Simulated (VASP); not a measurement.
Set up this calculation in VASP 6.6.1, as the native input.

```yaml
Task: single point
Functional: PBE
Dispersion: D4
Potentials_or_basis: VASP PAW PBE potentials, release 64 (Ti_sv, O)
Cutoff: 520 eV
k_mesh: 8 × 8 × 4
Occupations: fermi-dirac, width 0.05 eV
Spin: no spin polarisation
Dipole_correction: no
Further_INCAR_settings: ALGO = Normal; EDIFF = 1e-06; NBANDS = 60
```

The structure of TiO2 lies in POSCAR:

```
TiO2
1.0
    6.1021596279     -1.8661225861     -0.0072720392
    6.1021596279      1.8661225861     -0.0072720392
   -1.9196928631      0.0000000000      6.3101181759
Ti O
4 8
Direct
    0.8994562754      0.8994562754      0.2898590167
    0.1936008007      0.1936008007      0.2809441074
    0.1005437246      0.1005437246      0.7101409833
    0.8063991993      0.8063991993      0.7190558926
    0.3614469897      0.3614469897      0.2933922577
    0.2647614065      0.2647614065      0.6548452969
    0.8680809714      0.8680809714      0.9970071203
    0.7352385935      0.7352385935      0.3451547031
    0.9416736401      0.9416736401      0.6296355900
    0.1319190286      0.1319190286      0.0029928797
    0.6385530103      0.6385530103      0.7066077423
    0.0583263599      0.0583263599      0.3703644100
```

The input as run:

INCAR

```
PREC = Accurate
ENCUT = 520
EDIFF = 1E-6
ISMEAR = -1
SIGMA = 0.05
LREAL = F
LASPH = T
NELM = 60
ALGO = Normal
ISIF = 2
LWAVE = F
LCHARG = T
GGA = PE
IVDW = 13
LELF = T
LVHAR = T
NBANDS = 60
```

KPOINTS

```
Automatic mesh
0
Gamma
  8 8 4
```

Potentials or basis: VASP PAW PBE potentials, release 64 (Ti_sv, O).

The run is started by

```sh
$ cat potpaw_PBE.64/Ti_sv/POTCAR potpaw_PBE.64/O/POTCAR > POTCAR
$ mpirun -np 1 vasp_std > vasp.out
```

Results of the run:

The pressure is 0.6 GPa. The largest force is 0.082 eV/Å, the band gap on the k mesh is 2.79 eV (least direct gap 2.99 eV) and the dispersion energy per atom is -0.181 eV.

It took 10 min on 1 thread of Intel(R) Xeon(R) 6975P-C (Granite Rapids), on a shared host, peak memory 0.64 GiB.
